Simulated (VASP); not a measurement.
Runs of VASP 6.6.1 on TiAl. The structure is that of space group P4/mmm (No. 123), or close to it. The cells are those of the table. 

```csv
cell,k mesh,gap on the mesh (eV),pressure (GPa)
"a = 2.795, b = 2.795, c = 4.162 Å, 2 atoms",16 × 16 × 10,none,(a)
"a = 2.795, b = 2.795, c = 4.041 Å, 2 atoms",14 × 14 × 10,none,0.0
"a = 2.795, b = 2.795, c = 3.981 Å, 2 atoms",16 × 16 × 10,none,1.9
"a = 2.795, b = 2.795, c = 3.859 Å, 2 atoms",16 × 16 × 10,none,5.9
```

Alike in all rows: task single point; level PBEsol; potentials or basis VASP PAW PBE potentials, release 64 (Ti_sv, Al); no spin polarisation; cutoff (eV) 520; smearing gaussian 0.1 eV.

Q: Fill in the values left out.

A: (a) -3.3.

Caveats: the PAW data sets were made with another functional, which shifts forces and pressure a little.

A gap of «none» marks levels without a gap at the run's occupations.
